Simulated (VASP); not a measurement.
# CsBi2 (Fd-3m) in VASP: single point with LDA

Aim: the single point of CsBi2 with LDA.

Program: VASP 6.6.1. These are calculated values, not measurements. Logs are shortened: lines on timing, memory, paths and dates and some standing lists are left out, and cuts for length are marked.

## Step 1: The cell of the first run

It takes space group Fd-3m (No. 227, cubic). The conventional cell has a = 9.759 Å, b = 9.759 Å, c = 9.759 Å, α = 90.00°, β = 90.00°, γ = 90.00°. Within 5.3 Å of Cs (site symmetry -43m) lie 12 Bi at 4.05 Å and 4 Cs at 4.23 Å. Bi (site symmetry -3m) has 6 Bi at 3.45 Å and 6 Cs at 4.05 Å within 4.5 Å.

## Step 2: Single point, LDA

File INCAR:

```
PREC = Accurate ; ENCUT = 520
EDIFF = 1E-6 ; ISMEAR = 1
SIGMA = 0.15 ; LREAL = False
LASPH = True ; NELM = 60
ALGO = Normal ; ISIF = 2
LWAVE = False ; LCHARG = False
GGA = CA ; NBANDS = 48
```

File KPOINTS:

```
regular mesh
0
Gamma
  4 4 4
```

File POSCAR:

```
CsBi2
1.0
    0.0000000000      4.8795880000      4.8795880000
    4.8795880000      0.0000000000      4.8795880000
    4.8795880000      4.8795880000      0.0000000000
Cs Bi
2 4
Direct
    0.5000000000      0.5000000000      0.5000000000
    0.7500000000      0.7500000000      0.7500000000
    0.6250000000      0.1250000000      0.1250000000
    0.1250000000      0.1250000000      0.1250000000
    0.1250000000      0.1250000000      0.6250000000
    0.1250000000      0.6250000000      0.1250000000
```

Potentials or basis: VASP PAW LDA potentials, release 64 (Cs_sv, Bi_d).

Launch:

```sh
$ cat potpaw_LDA.64/Cs_sv/POTCAR potpaw_LDA.64/Bi_d/POTCAR > POTCAR
$ mpirun -np 1 vasp_std > vasp.out
```

OUTCAR:

```text
PREC = Accurate
   ENCUT = 520
   EDIFF = 1E-6
   ISMEAR = 1
   LREAL = False
   LASPH = True
   NELM = 60
   ISIF = 2
   GGA = CA

 ion  position               nearest neighbor table
   1  0.500  0.500  0.500-
   2  0.750  0.750  0.750-
   3  0.625  0.125  0.125-   4 3.45   5 3.45   6 3.45   4 3.45   5 3.45   6 3.45
   4  0.125  0.125  0.125-   3 3.45   5 3.45   6 3.45   5 3.45   6 3.45   3 3.45
   5  0.125  0.125  0.625-   4 3.45   3 3.45   4 3.45   6 3.45   6 3.45   3 3.45
   6  0.125  0.625  0.125-   4 3.45   5 3.45   3 3.45   4 3.45   5 3.45   3 3.45

  LATTYP: Found a face centered cubic cell.
 ALAT       =     9.7591760000

  Lattice vectors:

 A1 = (   0.0000000000,   4.8795880000,   4.8795880000)
 A2 = (   4.8795880000,   0.0000000000,   4.8795880000)
 A3 = (   4.8795880000,   4.8795880000,   0.0000000000)

Analysis of symmetry for initial positions (statically):
=====================================================================
 Subroutine PRICEL returns:
 Original cell was already a primitive cell.

 Routine SETGRP: Setting up the symmetry group for a
 face centered cubic supercell.

 Subroutine GETGRP returns: Found 48 space group operations
 (whereof 24 operations were pure point group operations)
 out of a pool of 48 trial point group operations.

The static configuration has the point symmetry T_d .
 The point group associated with its full space group is O_h .

Analysis of symmetry for dynamics (positions and initial velocities):
=====================================================================
 Subroutine PRICEL returns:
 Original cell was already a primitive cell.

 Routine SETGRP: Setting up the symmetry group for a
 face centered cubic supercell.

 Subroutine GETGRP returns: Found 48 space group operations
 (whereof 24 operations were pure point group operations)
 out of a pool of 48 trial point group operations.

The dynamic configuration has the point symmetry T_d .
 The point group associated with its full space group is O_h .

 Subroutine INISYM returns: Found 48 space group operations
 (whereof 24 operations are pure point group operations),
 and found     1 'primitive' translations

----------------------------------------------------------------------------------------

                                     Primitive cell

  volume of cell :     232.3697

  direct lattice vectors                    reciprocal lattice vectors
     0.000000000  4.879588000  4.879588000    -0.102467667  0.102467667  0.102467667
     4.879588000  0.000000000  4.879588000     0.102467667 -0.102467667  0.102467667
     4.879588000  4.879588000  0.000000000     0.102467667  0.102467667 -0.102467667

  length of vectors
     6.900779528  6.900779528  6.900779528     0.177479206  0.177479206  0.177479206

  position of ions in fractional coordinates (direct lattice)
     0.500000000  0.500000000  0.500000000
     0.750000000  0.750000000  0.750000000
     0.625000000  0.125000000  0.125000000
     0.125000000  0.125000000  0.125000000
     0.125000000  0.125000000  0.625000000
     0.125000000  0.625000000  0.125000000

  ion indices of the primitive-cell ions
   primitive index   ion index
                 1           1
                 2           2
                 3           3
                 4           4
                 5           5
                 6           6

----------------------------------------------------------------------------------------

 KPOINTS: regular mesh

Automatic generation of k-mesh.
 Grid dimensions read from file:
 generate k-points for:    4    4    4

 Generating k-lattice:

  Cartesian coordinates                     Fractional coordinates (reciprocal lattice)
    -0.025616917  0.025616917  0.025616917     0.250000000  0.000000000  0.000000000
     0.025616917 -0.025616917  0.025616917     0.000000000  0.250000000  0.000000000
     0.025616917  0.025616917 -0.025616917     0.000000000  0.000000000  0.250000000

  Length of vectors
     0.044369801  0.044369801  0.044369801

  Shift w.r.t. Gamma in fractional coordinates (k-lattice)
     0.000000000  0.000000000  0.000000000

 Subroutine IBZKPT returns following result:
 ===========================================

 Found      8 irreducible k-points:

 Following reciprocal coordinates:
            Coordinates               Weight
  0.000000  0.000000  0.000000      1.000000
  0.250000  0.000000  0.000000      8.000000
  0.500000  0.000000  0.000000      4.000000
  0.250000  0.250000  0.000000      6.000000
  0.500000  0.250000  0.000000     24.000000
 -0.250000  0.250000  0.000000     12.000000
  0.500000  0.500000  0.000000      3.000000
 -0.250000  0.500000  0.250000      6.000000
   k-points           NKPTS =      8   k-points in BZ     NKDIM =      8   number of bands    NBANDS=     48
   number of dos      NEDOS =    301   number of ions     NIONS =      6
   total plane-waves  NPLWV = 157464
   dimension x,y,z NGX =    54 NGY =   54 NGZ =   54
   dimension x,y,z NGXF=   108 NGYF=  108 NGZF=  108
   ions per type =               2   4
   NGX,Y,Z   is equivalent  to a cutoff of  13.01, 13.01, 13.01 a.u.
   NGXF,Y,Z  is equivalent  to a cutoff of  26.02, 26.02, 26.02 a.u.
 SYSTEM =  unknown system
   PREC   = accura    normal or accurate (medium, high low for compatibility)
   ISTART =      0    job   : 0-new  1-cont  2-samecut
   ICHARG =      2    charge: 1-file 2-atom 10-const
   ISPIN  =      1    spin polarized calculation?
   LNONCOLLINEAR =      F non collinear calculations
   LSORBIT =      F    spin-orbit coupling
   LASPH  =      T    aspherical Exc in radial PAW
   ENCUT  =  520.0 eV  38.22 Ry    6.18 a.u.  12.83 12.83 12.83*2*pi/ulx,y,z
   NELM   =     60;   NELMIN=  2; NELMDL= -5     # of ELM steps
   EDIFF  = 0.1E-05   stopping-criterion for ELM
   LREAL  =      F    real-space projection
   EDIFFG = 0.1E-04   stopping-criterion for IOM
   NSW    =      0    number of steps for IOM
   IBRION =     -1    ionic relax: 0-MD 1-quasi-New 2-CG
   NFREE  =      0    steps in history (QN), initial steepest desc. (CG)
   ISIF   =      2    stress and relaxation
   ISYM   =      2    0-nonsym 1-usesym 2-fastsym
   POTIM  = 0.5000    time-step for ionic-motion
   TEBEG  =    0.0;   TEEND  =   0.0 temperature during run
   PSTRESS=    0.0 pullay stress
   NELECT =      78.0000    total number of electrons
   NUPDOWN=      -1.0000    fix difference up-down
   EMIN   =  10.00;   EMAX   =-10.00  energy-range for DOS
   EFERMI =   0.00;   METHOD = LEGACY
   ISMEAR =     1;   SIGMA  =   0.15  broadening in eV -4-tet -1-fermi 0-gaus
   EFERMI_NEDOS =   21; number of points for ismear=-14 and -15
   IALGO  =     38    algorithm
   IMIX   =      4    mixing-type and parameters
     AMIX     =   0.40;   BMIX     =  1.00
     AMIX_MAG =   1.60;   BMIX_MAG =  1.00
  volume/ion in A,a.u.               =      38.73       261.35
  Fermi-wavevector in a.u.,A,eV,Ry     =   1.137749  2.150034 17.612378  1.294473
  Thomas-Fermi vector in A             =   2.274454
   LORBIT       =      0    0 simple, 1 ext, 2 COOP (PROOUT), +10 PAW based schemes
   GGA     = CA    functional components
   LHFCALC =     F    Hartree Fock is set to
   AEXX    =    0.0000 exact exchange contribution
   IVDW    =     0    specifies the selected vdW correction
   LEPSILON=     F    determine dielectric tensor
   LRPA    =     F    only Hartree local field effects (RPA)
 non-spin polarized calculation
 Methfessel and Paxton  Order N= 1 SIGMA  =   0.15
  energy-cutoff  :      520.00
  volume of cell :      232.37
 maximum number of plane-waves:      6314
 NGX is ok and might be reduce to    54
   NGX = 25   NGY = 25   NGZ = 25

 number of electron      78.0000021 magnetization

 Free energy of the ion-electron system (eV)
  ---------------------------------------------------
  ext. energy  EPLUGINS =         0.00000000
  ---------------------------------------------------
  free energy    TOTEN  =       -22.39967317 eV

  energy without entropy =      -22.37529840  energy(sigma->0) =      -22.39154825

 E-fermi :   4.2204     XC(G=0):  -9.3112

 val. band max:        4.1035437584   @ k =   0.5000   0.5000   0.0000
 cond. band min:       4.2212318267   @ k =  -0.2500   0.5000   0.2500
 fundamental gap:      0.1176880683
 Fermi energy:         4.2203698272

 k-point     1 :       0.0000    0.0000    0.0000
  band No.  band energies     occupation
      1     -17.9935      2.00000
      2     -17.9304      2.00000
      3     -17.9304      2.00000
      4     -17.9304      2.00000
      5     -17.9228      2.00000
      6     -17.9228      2.00000
[... 40 lines left out ...]
     47       8.4480      0.00000
     48       8.4480      0.00000

 k-point     2 :       0.2500    0.0000    0.0000
  band No.  band energies     occupation
      1     -17.9768      2.00000
      2     -17.9253      2.00000
      3     -17.9253      2.00000
      4     -17.9224      2.00000
      5     -17.9006      2.00000
      6     -17.9006      2.00000
[... 40 lines left out ...]
     47       8.5308      0.00000
     48       8.5308      0.00000

 k-point     3 :       0.5000    0.0000    0.0000
  band No.  band energies     occupation
      1     -17.9619      2.00000
      2     -17.9234      2.00000
      3     -17.9234      2.00000
      4     -17.8904      2.00000
      5     -17.8683      2.00000
      6     -17.8432      2.00000
[... 40 lines left out ...]
     47       8.4568      0.00000
     48       8.4568      0.00000

 k-point     4 :       0.2500    0.2500    0.0000
  band No.  band energies     occupation
      1     -17.9692      2.00000
      2     -17.9296      2.00000
      3     -17.9164      2.00000
      4     -17.9074      2.00000
      5     -17.9074      2.00000
      6     -17.8946      2.00000
[... 40 lines left out ...]
     47       8.4830      0.00000
     48       8.4830      0.00000

 k-point     5 :       0.5000    0.2500    0.0000
  band No.  band energies     occupation
      1     -17.9470      2.00000
      2     -17.9179      2.00000
      3     -17.9108      2.00000
      4     -17.8997      2.00000
      5     -17.8731      2.00000
      6     -17.8590      2.00000
[... 40 lines left out ...]
     47       8.2346      0.00000
     48       8.2731      0.00000

 k-point     6 :      -0.2500    0.2500    0.0000
  band No.  band energies     occupation
      1     -17.9552      2.00000
      2     -17.9173      2.00000
      3     -17.9171      2.00000
      4     -17.9007      2.00000
      5     -17.8963      2.00000
      6     -17.8593      2.00000
[... 40 lines left out ...]
     47       8.2262      0.00000
     48       8.5978      0.00000

 k-point     7 :       0.5000    0.5000    0.0000
  band No.  band energies     occupation
      1     -17.9346      2.00000
      2     -17.9346      2.00000
      3     -17.8809      2.00000
      4     -17.8809      2.00000
      5     -17.8648      2.00000
      6     -17.8648      2.00000
[... 40 lines left out ...]
     47       8.3553      0.00000
     48       8.3553      0.00000

 k-point     8 :      -0.2500    0.5000    0.2500
  band No.  band energies     occupation
      1     -17.9195      2.00000
      2     -17.9195      2.00000
      3     -17.9081      2.00000
      4     -17.9081      2.00000
      5     -17.8561      2.00000
      6     -17.8561      2.00000
[... 40 lines left out ...]
     47       8.1754      0.00000
     48       8.1754      0.00000

------------------------ aborting loop because EDIFF is reached ----------------------------------------

  FORCE on cell =-STRESS in cart. coord.  units (eV):
  Direction    XX          YY          ZZ          XY          YZ          ZX
  --------------------------------------------------------------------------------------
  -------------------------------------------------------------------------------------
  Total       -2.9983168     -2.9983168     -2.9983168      0.0000000      0.0000000     -0.0000000
  in kB      -20.6732442    -20.6732442    -20.6732442      0.0000000      0.0000000     -0.0000000
  external PRESSURE =     -20.6732442 kB  Pullay stress =       0.0000000 kB

 VOLUME and BASIS-vectors are now :
 -----------------------------------------------------------------------------
  energy-cutoff  :      520.00
  volume of cell :      232.37
      direct lattice vectors                 reciprocal lattice vectors
     0.000000000  4.879588000  4.879588000    -0.102467667  0.102467667  0.102467667
     4.879588000  0.000000000  4.879588000     0.102467667 -0.102467667  0.102467667
     4.879588000  4.879588000  0.000000000     0.102467667  0.102467667 -0.102467667

 POSITION                                       TOTAL-FORCE (eV/Angst)
 -----------------------------------------------------------------------------------
      4.87959      4.87959      4.87959         0.000000      0.000000      0.000000
      7.31938      7.31938      7.31938        -0.000000     -0.000000     -0.000000
      1.21990      3.65969      3.65969        -0.000000     -0.000000     -0.000000
      1.21990      1.21990      1.21990        -0.000000     -0.000000     -0.000000
      3.65969      3.65969      1.21990        -0.000000     -0.000000     -0.000000
      3.65969      1.21990      3.65969        -0.000000     -0.000000     -0.000000
 -----------------------------------------------------------------------------------
    total drift:                                0.000000      0.000000      0.000000

  FREE ENERGIE OF THE ION-ELECTRON SYSTEM (eV)
  ---------------------------------------------------
  free  energy   TOTEN  =       -22.3996731735 eV

  energy  without entropy=      -22.3752983955  energy(sigma->0) =      -22.39154825
```

Run time: 2 min. Hardware: 1 thread of AMD EPYC 7R43 (Zen 3), shared host; peak memory 0.29 GiB.

Results:

* Free energy: -22.3997 eV
* Pressure: -2.1 GPa
* Band gap on the k mesh: zero (bands 39 and 40 overlap by 2.31 eV)

Caveat: spin-orbit coupling is left out, which moves the levels of the heavy elements.
